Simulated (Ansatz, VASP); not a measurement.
## Fe: VASP beside Ansatz

File POSCAR:

```
Fe
1.0
   -2.9100000000      2.9100000000      2.9100000000
    1.4550000000     -1.4550000000      1.4550000000
    1.4550000000      1.4550000000     -1.4550000000
Fe
2
Direct
    0.0000000000      0.0000000000      0.0000000000
    0.5000000000      0.0000000000      0.0000000000
```

The input INCAR.step1:

```
SYSTEM = Fe
PREC     = Accurate       ! precision mode
ENCUT    = 520            ! plane-wave cutoff, eV
ISMEAR   = -1             ! smearing method
SIGMA    = 0.1            ! smearing width, eV
LREAL    = .FALSE.        ! projectors in reciprocal space
LASPH    = .TRUE.         ! aspherical terms in the spheres
NELM     = 150            ! most SCF steps
ISPIN    = 2              ! spin polarisation
MAGMOM   = 4 -4           ! initial moments
LMAXMIX  = 4              ! l up to which the mixer works
NBANDS   = 19             ! bands
GGA      = PE             ! functional
ALGO     = Normal         ! electronic algorithm
EDIFF    = 1E-4           ! SCF threshold, eV
LWAVE    = .TRUE.         ! write WAVECAR
LCHARG   = .FALSE.        ! write CHGCAR
```

Contents of INCAR.step2:

```
SYSTEM = Fe
PREC     = Accurate       ! precision mode
ENCUT    = 520            ! plane-wave cutoff, eV
EDIFF    = 1E-6           ! SCF threshold, eV
ISMEAR   = -1             ! smearing method
SIGMA    = 0.1            ! smearing width, eV
LREAL    = .FALSE.        ! projectors in reciprocal space
LASPH    = .TRUE.         ! aspherical terms in the spheres
NELM     = 150            ! most SCF steps
ALGO     = Normal         ! electronic algorithm
ISIF     = 2              ! what is computed and relaxed
LWAVE    = .FALSE.        ! write WAVECAR
LCHARG   = .TRUE.         ! write CHGCAR
ISPIN    = 2              ! spin polarisation
MAGMOM   = 4 -4           ! initial moments
LORBIT   = 11             ! projections on sites
LMAXMIX  = 4              ! l up to which the mixer works
METAGGA  = R2SCAN         ! meta-GGA
LMIXTAU  = .TRUE.       
LELF     = .TRUE.         ! ELF
LVHAR    = .TRUE.       
NBANDS   = 19             ! bands
ISTART   = 1
```

The input KPOINTS:

```
regular mesh
0
G
  7 14 14
  0 0 0
```

Input for Ansatz:

```yaml
crystal:
  lattice:
    - [-2.91, 2.91, 2.91]
    - [1.455, -1.455, 1.455]
    - [1.455, 1.455, -1.455]
  atoms:
    - { symbol: Fe, position: [0.0, 0.0, 0.0], spin: 4.0 }
    - { symbol: Fe, position: [0.5, 0.0, 0.0], spin: -4.0 }
magnetization:
  spin_polarized: true
hamiltonian:
  xc: r2scan
  pseudopotentials: { kind: paw }
basis:
  ecutwfc: 500
kpoints:
  mp_grid: { grid: [7, 14, 14] }
scf:
  occupations: { method: fermi_dirac, width: 0.1 }
  lower_state_search: "off"
output:
  forces: true
  stress: true
```

Alike in both runs: task single point; functional r2SCAN; k mesh 7 × 14 × 14; occupations fermi-dirac, width 0.1 eV; collinear spin.

```csv
,VASP,Ansatz
version,VASP 6.6.1,Ansatz 0.2.0
potentials or method,"VASP PAW PBE potentials, release 64 (Fe), cutoff 520 eV","PAW, plane waves, scalar-relativistic"
valence electrons in the cell,16,32
```

|  | VASP | Ansatz | Ansatz less VASP |
| --- | --- | --- | --- |
| pressure (GPa) | -7.6 | -7.5 | +0.03 |
| traceless stress, the component that is largest in VASP (GPa) | 8.64 | 8.84 | +0.203 |
| net moment per atom (μB) | 0.00 | 0.00 | 0.000 |
| size of the moment on the site where the two differ most (μB) | 2.71 | 2.69 | -0.017 |

VASP's potentials were made for PBE, not for r2SCAN. Site moments also hang on the region over which each program counts them. With one functional, cell and mesh, what is left measures potentials, basis and numerics. VASP's potentials hold 16 valence electrons a cell and Ansatz's 32, so a difference there can come from the potentials and not from the codes. Ansatz's warnings: stability check not made.
